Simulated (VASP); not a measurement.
Wanted: the native input for a VASP 6.6.1 run.

```yaml
Task: single point
Functional: PBE
Potentials_or_basis: VASP PAW PBE potentials, release 64 (I, Cs_sv, Sn_d)
Cutoff: 520 eV
k_mesh: 4 × 4 × 4
Occupations: fermi-dirac, width 0.0131 eV
Spin: no spin polarisation
Dipole_correction: no
Further_INCAR_settings: ALGO = Normal; EDIFF = 1e-06; NBANDS = 30
```

The structure of CsSnI3 lies in POSCAR:

```
CsSnI3
1.0
    4.2521912530      2.4550020979      3.5984561371
   -4.2521912530      2.4550020979      3.5984561371
    0.0000000000     -4.9100091958      3.5984527259
I Cs Sn
3 1 1
Direct
    0.5052941768      1.0160273591      0.5052941768
    0.5052941768      0.5052941768      1.0160273591
    1.0160273591      0.5052941768      0.5052941768
    0.0144543669      0.0144543669      0.0144543669
    0.5209599205      0.5209599205      0.5209599205
```

One way to write it, as run:

INCAR

```
SYSTEM = CsSnI3
PREC = Accurate
ENCUT = 520
EDIFF = 1E-6
ISMEAR = -1
SIGMA = 0.0131
LREAL = .FALSE.
LASPH = .TRUE.
NELM = 100
ALGO = Normal
ISIF = 2
LWAVE = .FALSE.
LCHARG = .FALSE.
GGA = PE
NBANDS = 30
```

KPOINTS

```
regular mesh
0
G
  4 4 4
  0 0 0
```

Potentials or basis: VASP PAW PBE potentials, release 64 (I, Cs_sv, Sn_d).

Launch:

```bash
$ cat potpaw_PBE.64/I/POTCAR potpaw_PBE.64/Cs_sv/POTCAR potpaw_PBE.64/Sn_d/POTCAR > POTCAR
$ mpirun -np 1 vasp_std > vasp.out
```

It gave:

```yaml
Pressure: 2.0 GPa
Band_gap_on_the_k_mesh: 0.21 eV
```

Caveat: spin-orbit coupling is left out, which moves the levels of the heavy elements.

It took 2.2 min on 1 thread of AMD EPYC 7R43 64-Core Processor (Zen 3), on a shared host, peak memory 0.33 GiB.
